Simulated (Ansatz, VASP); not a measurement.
# Al3Ni2 in VASP and in Ansatz

```
CELL_PARAMETERS angstrom
4.20706 0.00000 0.00000
-2.10353 3.64342 0.00000
0.00000 0.00000 4.61845
ATOMIC_POSITIONS crystal
Al 0.00000 0.00000 0.00000
Al 0.33333 0.66667 0.64844
Al 0.66667 0.33333 0.35156
Ni 0.33333 0.66667 0.14621
Ni 0.66667 0.33333 0.85379
```

Change from the starting cell: strain +0.050 along x and y, -0.050 along z, atoms carried along.

Alike in both runs: task single point; functional r2SCAN; k mesh 12 × 12 × 10; occupations gaussian, width 0.15 eV; no spin polarisation.

|  | VASP | Ansatz |
| --- | --- | --- |
| version | VASP 6.6.1 | Ansatz 0.2.0 |
| potentials or method | VASP PAW PBE potentials, release 64 (Al, Ni), cutoff 520 eV | scalar-relativistic, plane waves, PAW |
| valence electrons in the cell | 29 | 45 |

```csv
,VASP,Ansatz,Ansatz less VASP
gap on the k mesh at the Fermi level (eV),none,none,-
pressure (GPa),-4.3,-4.1,+0.19
"traceless stress, the component that is largest in VASP (GPa)",16.82,16.90,+0.075
rms of the force components (eV/Å),0.057,0.066,+0.0089
```

VASP's potentials were made for PBE, not for r2SCAN. Atom by atom the forces differ by 0.009 eV/Å (rms over components). A gap of «none» marks a metal or a gap that the smearing closes. VASP's potentials hold 29 valence electrons a cell and Ansatz's 45, so a difference there can come from the potentials and not from the codes.
